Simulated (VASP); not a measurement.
## MgO2: relaxation of shape and atoms at fixed volume with PBEsol

Crystal: MgO2.

```
Mg O
1.0
     1.54823    0.89387    3.40107
    -1.54823    0.89387    3.40107
     0.00000   -1.78774    3.40107
Mg O
1 2
Direct
  0.00000 0.00000 0.00000
  0.42914 0.42914 0.42914
  0.57086 0.57086 0.57086
```

This cell differs from its parent crystal: volume scaled by 0.94.

| Quantity | Value |
| --- | --- |
| Program | VASP 6.6.1 |
| Task | relaxation of shape and atoms at fixed volume |
| Functional | PBEsol |
| Potentials or basis | VASP PAW PBE potentials, release 64 (Mg, O) |
| Cutoff | 600 eV |
| k mesh | 12 × 12 × 12 |
| Occupations | gaussian, width 0.02 eV |
| Spin | no spin polarisation |
| Dipole correction | no |
| Further INCAR settings | ALGO = Normal; EDIFF = 1e-06; IBRION = 2; EDIFFG = -0.01; NSW = 50; ISIF = 4 |

The energy gained by relaxing is 1.1 meV/atom, the ionic steps are 6 and the pressure after relaxing is 8.5 GPa. The band gap on the k mesh is 2.58 eV, direct.

The path:
```csv
step,energy change (eV),largest force (eV/Å),pressure (GPa),volume (Å³)
1,0.0000,0.3804,9.22,28.24
2,0.0170,1.0106,7.51,28.24
3,-0.0030,0.0417,8.60,28.24
4,-0.0030,0.0346,8.66,28.24
5,-0.0032,0.0159,8.58,28.24
6,-0.0033,0.0019,8.52,28.24
```

Final structure:
```yaml
crystal:
  lattice:
    - [1.54421, 0.89155, 3.41879]
    - [-1.54421, 0.89155, 3.41879]
    - [0.00000, -1.78310, 3.41879]
  atoms:
    - { symbol: Mg, position: [0.00000, 0.00000, 0.00000] }
    - { symbol: O, position: [0.42888, 0.42888, 0.42888] }
    - { symbol: O, position: [0.57112, 0.57112, 0.57112] }
```

Levels at points of the mesh, in eV from the valence-band top:
```
           k point  band 3  band 4  band 5  band 6  band 7  band 8  band 9  band 10  band 11
(0.00, 0.00, 0.00)   -8.36   -3.58   -3.58   -0.93   -0.93    5.00    5.12    12.71    14.47
(0.50, 0.00, 0.00)   -7.21   -6.67   -4.01   -1.39   -1.33    4.41    8.96    11.15    13.14
(0.50, 0.50, 0.00)   -6.49   -5.97   -4.70   -2.41   -0.21    3.78    7.98    11.69    13.29
(0.50, 0.50, 0.50)   -5.22   -4.17   -4.17    0.00    0.00    2.58    5.08    10.25    14.93
```

It took 73 s on 1 thread of Intel(R) Xeon(R) 6975P-C (Granite Rapids), with other jobs on the host, peak memory 0.23 GiB.

Caveat: the cell differs from its parent crystal (volume scaled by 0.94); the PAW data sets were made with another functional, which shifts forces and pressure a little. A k mesh can miss the band edges.
